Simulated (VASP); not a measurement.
**AlGa2Sb3: single point with PBE**

Crystal: AlGa2Sb3.

```xyz
12
Lattice="4.3826 0.0000 0.0000 -2.1913 3.7955 0.0000 0.0000 0.0000 21.6655" Properties=species:S:1:pos:R:3 pbc="T T T"
Al    2.1913    1.2652   18.0517
Al    0.0000    2.5303    7.2189
Ga    2.1913    1.2652    3.6131
Ga    2.1913    1.2652   10.8408
Ga    0.0000    2.5303    0.0081
Ga    0.0000    2.5303   14.4458
Sb    2.1913    1.2652    6.3136
Sb    2.1913    1.2652   13.5393
Sb    2.1913    1.2652   20.7604
Sb    0.0000    2.5303    2.7065
Sb    0.0000    2.5303    9.9276
Sb    0.0000    2.5303   17.1463
```

```yaml
Program: VASP 6.6.1
Task: single point
Functional: PBE
Potentials_or_basis: VASP PAW PBE potentials, release 64 (Al, Ga_d, Sb)
Cutoff: 520 eV
k_mesh: 12 × 12 × 2
Occupations: gaussian, width 0.1 eV
Spin: no spin polarisation
```

```yaml
Pressure: 0.1 GPa
Largest_force: 0.009 eV/Å
Band_gap_on_the_k_mesh: 0.04 eV
```

Forces on the atoms (eV/Å):
```
Al   0.000  0.000  0.006
Al   0.000  0.000  0.006
Ga   0.000  0.000 -0.003
Ga   0.000  0.000 -0.001
Ga   0.000  0.000 -0.001
Ga   0.000  0.000 -0.003
Sb   0.000  0.000 -0.009
Sb   0.000  0.000  0.001
Sb   0.000  0.000  0.006
Sb   0.000  0.000  0.001
Sb   0.000  0.000  0.006
Sb   0.000  0.000 -0.009
```

Levels at points of the mesh, in eV from the valence-band top:
```csv
k point,band 42,band 43,band 44,band 45,band 46,band 47
"(0.00, 0.00, 0.00)",-0.22,0.00,0.00,0.04,0.28,0.44
"(0.50, 0.00, 0.00)",-1.55,-1.50,-1.11,0.53,0.80,1.03
"(0.00, 0.00, 0.50)",-0.10,-0.10,-0.10,0.33,0.33,0.78
"(0.50, 0.00, 0.50)",-1.86,-1.23,-1.23,0.82,0.82,0.98
```

It took 9.9 min on 1 thread of Intel(R) Xeon(R) 6975P-C (Granite Rapids), with other jobs on the host, peak memory 0.88 GiB.

Caveat: the smearing spreads over this small gap; semilocal functionals underestimate gaps, and a narrow one can read as zero; spin-orbit coupling is left out, which moves the levels of the heavy elements. A k mesh can miss the band edges.
